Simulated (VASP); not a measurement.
# SnMo (F-43m) in VASP: further runs

SnMo is run at these levels: PBE; tasks: relaxation of cell and atoms, single point.

Program: VASP 6.6.1. These are calculated values, not measurements. Logs are shortened: lines on timing, memory, paths and dates and some standing lists are left out, and cuts for length are marked.

### Step 1. The cell of the first run

The structure is cubic, space group F-43m (No. 216). The conventional cell has a = 5.849 Å, b = 5.849 Å, c = 5.849 Å, α = 90.00°, β = 90.00°, γ = 90.00°. Sn (site symmetry -43m) has 4 Mo at 2.53 Å within 3.3 Å. Mo (site symmetry -43m) has 4 Sn at 2.53 Å within 3.3 Å.

### Step 2. Relaxation of cell and atoms, PBE

INCAR

```
SYSTEM = SnMo
ALGO = Normal
EDIFF = 1E-7
EDIFFG = -0.04
ENCUT = 600
GGA = PE
IBRION = 2
ISIF = 3
ISMEAR = 0
LASPH = .TRUE.
LCHARG = .FALSE.
LREAL = .FALSE.
LWAVE = .FALSE.
NELM = 100
NSW = 90
PREC = Accurate
SIGMA = 0.1
```

KPOINTS

```
k-points
0
G
  6 6 6
  0 0 0
```

POSCAR

```
SnMo
1.0
    0.0000000000      2.9243135600      2.9243135600
    2.9243135600      0.0000000000      2.9243135600
    2.9243135600      2.9243135600      0.0000000000
Sn Mo
1 1
Direct
    0.7500000000      0.7500000000      0.7500000000
    0.0000000000      0.0000000000      0.0000000000
```

Potentials or basis: VASP PAW PBE potentials, release 64 (Sn_d, Mo_sv).

Launch:

```bash
$ cat potpaw_PBE.64/Sn_d/POTCAR potpaw_PBE.64/Mo_sv/POTCAR > POTCAR
$ mpirun -np 1 vasp_std > vasp.out
```

OUTCAR:

```text
SYSTEM = SnMo
   EDIFF = 1E-7
   EDIFFG = -0.04
   ENCUT = 600
   GGA = PE
   IBRION = 2
   ISIF = 3
   ISMEAR = 0
   LASPH = .TRUE.
   LREAL = .FALSE.
   NELM = 100
   NSW = 90
   PREC = Accurate

 ion  position               nearest neighbor table
   1  0.750  0.750  0.750-   2 2.53   2 2.53   2 2.53   2 2.53
   2  0.000  0.000  0.000-   1 2.53   1 2.53   1 2.53   1 2.53

  LATTYP: Found a face centered cubic cell.
 ALAT       =     5.8486271200

  Lattice vectors:

 A1 = (   0.0000000000,   2.9243135600,   2.9243135600)
 A2 = (   2.9243135600,   0.0000000000,   2.9243135600)
 A3 = (   2.9243135600,   2.9243135600,   0.0000000000)

Analysis of symmetry for initial positions (statically):
=====================================================================
 Subroutine PRICEL returns:
 Original cell was already a primitive cell.

 Routine SETGRP: Setting up the symmetry group for a
 face centered cubic supercell.

 Subroutine GETGRP returns: Found 24 space group operations
 (whereof 24 operations were pure point group operations)
 out of a pool of 48 trial point group operations.

The static configuration has the point symmetry T_d .

Analysis of symmetry for dynamics (positions and initial velocities):
=====================================================================
 Subroutine PRICEL returns:
 Original cell was already a primitive cell.

 Routine SETGRP: Setting up the symmetry group for a
 face centered cubic supercell.

 Subroutine GETGRP returns: Found 24 space group operations
 (whereof 24 operations were pure point group operations)
 out of a pool of 48 trial point group operations.

The dynamic configuration has the point symmetry T_d .

 Subroutine INISYM returns: Found 24 space group operations
 (whereof 24 operations are pure point group operations),
 and found     1 'primitive' translations

----------------------------------------------------------------------------------------

                                     Primitive cell

  volume of cell :      50.0152

  direct lattice vectors                    reciprocal lattice vectors
     0.000000000  2.924313560  2.924313560    -0.170980297  0.170980297  0.170980297
     2.924313560  0.000000000  2.924313560     0.170980297 -0.170980297  0.170980297
     2.924313560  2.924313560  0.000000000     0.170980297  0.170980297 -0.170980297

  length of vectors
     4.135603897  4.135603897  4.135603897     0.296146561  0.296146561  0.296146561

  position of ions in fractional coordinates (direct lattice)
     0.750000000  0.750000000  0.750000000
     0.000000000  0.000000000  0.000000000

  ion indices of the primitive-cell ions
[... 32 lines left out ...]
  0.000000  0.000000  0.000000      1.000000
  0.166667  0.000000  0.000000      8.000000
  0.333333  0.000000  0.000000      8.000000
  0.500000  0.000000  0.000000      4.000000
  0.166667  0.166667  0.000000      6.000000
  0.333333  0.166667  0.000000     24.000000
[... 8 lines left out ...]
 -0.333333  0.333333  0.166667     24.000000
 -0.333333  0.500000  0.166667     12.000000
   k-points           NKPTS =     16   k-points in BZ     NKDIM =     16   number of bands    NBANDS=     18
   number of dos      NEDOS =    301   number of ions     NIONS =      2
   total plane-waves  NPLWV =  46656
   dimension x,y,z NGX =    36 NGY =   36 NGZ =   36
   dimension x,y,z NGXF=    72 NGYF=   72 NGZF=   72
   ions per type =               1   1
   NGX,Y,Z   is equivalent  to a cutoff of  14.47, 14.47, 14.47 a.u.
   NGXF,Y,Z  is equivalent  to a cutoff of  28.94, 28.94, 28.94 a.u.
 SYSTEM =  SnMo
   PREC   = accura    normal or accurate (medium, high low for compatibility)
   ISTART =      0    job   : 0-new  1-cont  2-samecut
   ICHARG =      2    charge: 1-file 2-atom 10-const
   ISPIN  =      1    spin polarized calculation?
   LNONCOLLINEAR =      F non collinear calculations
   LSORBIT =      F    spin-orbit coupling
   LASPH  =      T    aspherical Exc in radial PAW
   ENCUT  =  600.0 eV  44.10 Ry    6.64 a.u.   8.26  8.26  8.26*2*pi/ulx,y,z
   NELM   =    100;   NELMIN=  2; NELMDL= -5     # of ELM steps
   EDIFF  = 0.1E-06   stopping-criterion for ELM
   LREAL  =      F    real-space projection
   EDIFFG = -.4E-01   stopping-criterion for IOM
   NSW    =     90    number of steps for IOM
   IBRION =      2    ionic relax: 0-MD 1-quasi-New 2-CG
   NFREE  =      1    steps in history (QN), initial steepest desc. (CG)
   ISIF   =      3    stress and relaxation
   ISYM   =      2    0-nonsym 1-usesym 2-fastsym
   POTIM  = 0.5000    time-step for ionic-motion
   TEBEG  =    0.0;   TEEND  =   0.0 temperature during run
   PSTRESS=    0.0 pullay stress
   NELECT =      28.0000    total number of electrons
   NUPDOWN=      -1.0000    fix difference up-down
   EMIN   =  10.00;   EMAX   =-10.00  energy-range for DOS
   EFERMI =   0.00;   METHOD = LEGACY
   ISMEAR =     0;   SIGMA  =   0.10  broadening in eV -4-tet -1-fermi 0-gaus
   EFERMI_NEDOS =   21; number of points for ismear=-14 and -15
   IALGO  =     38    algorithm
   IMIX   =      4    mixing-type and parameters
     AMIX     =   0.40;   BMIX     =  1.00
     AMIX_MAG =   1.60;   BMIX_MAG =  1.00
  volume/ion in A,a.u.               =      25.01       168.76
  Fermi-wavevector in a.u.,A,eV,Ry     =   1.349254  2.549720 24.769204  1.820485
  Thomas-Fermi vector in A             =   2.476856
   LORBIT       =      0    0 simple, 1 ext, 2 COOP (PROOUT), +10 PAW based schemes
   GGA     = PE    functional components
   LHFCALC =     F    Hartree Fock is set to
   AEXX    =    0.0000 exact exchange contribution
   IVDW    =     0    specifies the selected vdW correction
   LEPSILON=     F    determine dielectric tensor
   LRPA    =     F    only Hartree local field effects (RPA)
 conjugate gradient relaxation of ions
 non-spin polarized calculation
 Gauss-broadening in eV      SIGMA  =   0.10
  energy-cutoff  :      600.00
  volume of cell :       50.02
 maximum number of plane-waves:      1687
 NGX is ok and might be reduce to    36
   NGX = 17   NGY = 17   NGZ = 17

--------------------------------------- Ionic step        1  -------------------------------------------

 number of electron      28.0000003 magnetization

 Free energy of the ion-electron system (eV)
  ---------------------------------------------------
  ext. energy  EPLUGINS =         0.00000000
  ---------------------------------------------------
  free energy    TOTEN  =       -10.90478451 eV

  energy without entropy =      -10.88595401  energy(sigma->0) =      -10.89536926

 E-fermi :   6.9866     XC(G=0): -10.4578

 val. band max:        6.9638139426   @ k =   0.3333   0.0000   0.0000
 cond. band min:       7.0069443593   @ k =   0.1667   0.1667   0.0000
 fundamental gap:      0.0431304167
 Fermi energy:         6.9866251321
[... 784 lines left out ...]
--------------------------------------- Ionic step        4  -------------------------------------------

 number of electron      28.0000001 magnetization

 Free energy of the ion-electron system (eV)
  ---------------------------------------------------
  ext. energy  EPLUGINS =         0.00000000
  ---------------------------------------------------
  free energy    TOTEN  =       -11.26074664 eV

  energy without entropy =      -11.23364362  energy(sigma->0) =      -11.24719513

 E-fermi :   5.3531     XC(G=0):  -9.6985

 val. band max:        5.3475119154   @ k =   0.3333   0.0000   0.0000
 cond. band min:       5.3857271885   @ k =   0.1667   0.1667   0.0000
 fundamental gap:      0.0382152731
 Fermi energy:         5.3531384165
[... 363 lines left out ...]
  FREE ENERGIE OF THE ION-ELECTRON SYSTEM (eV)
  ---------------------------------------------------
  free  energy   TOTEN  =       -11.2607466407 eV

  energy  without entropy=      -11.2336436176  energy(sigma->0) =      -11.24719513

 reached required accuracy - stopping structural energy minimisation
```

OSZICAR:

```text
N       E                     dE             d eps       ncg     rms          rms(c)
DAV:   1     0.307416373158E+03    0.30742E+03   -0.16087E+04   582   0.235E+03
DAV:   2     0.126605888160E+02   -0.29476E+03   -0.28909E+03   578   0.570E+02
DAV:   3    -0.106075858674E+02   -0.23268E+02   -0.22470E+02   696   0.148E+02
[... 47 lines left out ...]
DAV:   4    -0.112607450678E+02    0.11703E-03   -0.56067E-04   674   0.307E-01    0.194E-02
DAV:   5    -0.112607442856E+02    0.78220E-06   -0.27155E-05   660   0.522E-02    0.124E-02
DAV:   6    -0.112607455333E+02   -0.12477E-05   -0.42249E-06   646   0.176E-02    0.302E-03
DAV:   7    -0.112607467167E+02   -0.11834E-05   -0.35714E-07   662   0.719E-03    0.599E-04
DAV:   8    -0.112607466407E+02    0.76025E-07   -0.33287E-08   294   0.191E-03
   4 F= -.11260747E+02 E0= -.11247195E+02  d E =-.355962E+00
```

Run time: 3.7 min. Hardware: 1 thread of AMD EPYC 7R13, shared host; peak memory 0.19 GiB.

What came out:

| Property | Result |
| --- | --- |
| Free energy | -11.2607 eV |
| Relaxed volume | 29.34 Å³/atom |
| Relaxed cell | a = 4.362 Å, b = 4.362 Å, c = 4.362 Å, α = 60.00°, β = 60.00°, γ = 60.00° |
| Space group after relaxing (to 0.05 Å) | F-43m (No. 216) |
| Energy gained by relaxing | 178.0 meV/atom |
| Ionic steps | 4 |
| Pressure after relaxing | -0.1 GPa |
| Band gap on the k mesh | zero (band 14 reaches 5.50 eV, above the bottom of band 15 at 5.28 eV) |

The path:
```csv
step,energy change (eV),largest force (eV/Å),pressure (GPa),volume (Å³)
1,0.0000,0.0000,15.32,50.02
2,-0.0520,0.0000,-7.71,69.39
3,-0.3558,0.0000,-0.26,58.86
4,-0.3560,0.0000,-0.05,58.67
```

Final structure:
```
CELL_PARAMETERS angstrom
0.00000 3.08414 3.08414
3.08414 0.00000 3.08414
3.08414 3.08414 0.00000
ATOMIC_POSITIONS crystal
Sn 0.75000 0.75000 0.75000
Mo 0.00000 0.00000 0.00000
```

Levels at points of the mesh, in eV from the Fermi level:
| k point | band 12 | band 13 | band 14 | band 15 | band 16 | band 17 |
| --- | --- | --- | --- | --- | --- | --- |
| (0.00, 0.00, 0.00) | -1.84 | -1.84 | -0.03 | -0.03 | 5.02 | 6.58 |
| (0.50, 0.00, 0.00) | -1.56 | -1.56 | 0.15 | 0.15 | 0.48 | 4.04 |
| (0.50, 0.50, 0.00) | -0.58 | -0.58 | -0.43 | 0.22 | 0.78 | 1.50 |

Caveat: the volume moved by over 15 % at a fixed basis, so the end points are rough; spin-orbit coupling is left out, which moves the levels of the heavy elements.

### Step 3. Single point, PBE, collinear spin, ferromagnetic start

This run uses another cell than the first one, of 29.20 Å³/atom, 1.167 times its volume.

INCAR

```
PREC     = Accurate       # precision mode
ENCUT    = 520            # plane-wave cutoff, eV
EDIFF    = 1E-6           # SCF threshold, eV
ISMEAR   = 0              # smearing method
SIGMA    = 0.1            # smearing width, eV
LREAL    = F              # projectors in reciprocal space
LASPH    = T              # aspherical terms in the spheres
NELM     = 150            # most SCF steps
ALGO     = Normal         # electronic algorithm
ISIF     = 2              # what is computed and relaxed
LWAVE    = F              # write WAVECAR
LCHARG   = F              # write CHGCAR
ISPIN    = 2              # spin polarisation
MAGMOM   = 0 1            # initial moments
LORBIT   = 11             # projections on sites
LMAXMIX  = 4              # l up to which the mixer works
GGA      = PE             # functional
NBANDS   = 25             # bands
```

KPOINTS

```
regular mesh
0
Gamma
  6 6 6
```

POSCAR

```
SnMo
1.0
    0.0000000000      3.0792005127      3.0792005127
    3.0792005127      0.0000000000      3.0792005127
    3.0792005127      3.0792005127      0.0000000000
Sn Mo
1 1
Direct
    0.2500000000      0.2500000000      0.2500000000
    0.0000000000      0.0000000000      0.0000000000
```

Potentials or basis: VASP PAW PBE potentials, release 64 (Sn_d, Mo_sv).

Launch:

```bash
$ cat potpaw_PBE.64/Sn_d/POTCAR potpaw_PBE.64/Mo_sv/POTCAR > POTCAR
$ mpirun -np 1 vasp_std > vasp.out
```

Wall time 99 s (1 thread of AMD EPYC 7R13, shared host); peak memory 0.19 GiB.

It converged, with:

| Property | Result |
| --- | --- |
| Free energy | -11.5590 eV |
| Pressure | 3.1 GPa |
| Band gap on the k mesh | 0.04 eV, direct |
| Net moment | 2.04 μB per cell |
| Site moments | Sn -0.11; Mo +1.89 μB |
| Valence electrons inside the program's atomic spheres | Sn 12.55; Mo 12.35 |

Levels at points of the mesh, in eV from the valence-band top:
Spin up:
```tsv
k point	band 11	band 12	band 13	band 14	band 15	band 16	band 17	band 18	band 19	band 20
(0.00, 0.00, 0.00)	-1.97	-1.97	-1.97	-0.51	-0.51	5.00	6.68	6.68	6.68	7.46
(0.50, 0.00, 0.00)	-2.66	-1.75	-1.75	-0.26	-0.26	0.25	4.03	4.03	5.79	8.88
(0.50, 0.50, 0.00)	-3.23	-0.69	-0.69	-0.63	-0.28	0.42	1.42	1.42	6.42	6.66
```
Spin down:
```csv
k point,band 11,band 12,band 13,band 14,band 15,band 16
"(0.00, 0.00, 0.00)",-1.25,-1.25,-1.25,1.17,1.17,5.32
"(0.50, 0.00, 0.00)",-2.38,-0.90,-0.90,1.28,1.28,1.31
"(0.50, 0.50, 0.00)",-2.66,-0.03,-0.03,0.19,1.49,1.78
```

Caveat: spin-orbit coupling is left out, which moves the levels of the heavy elements. A k mesh can miss the band edges.
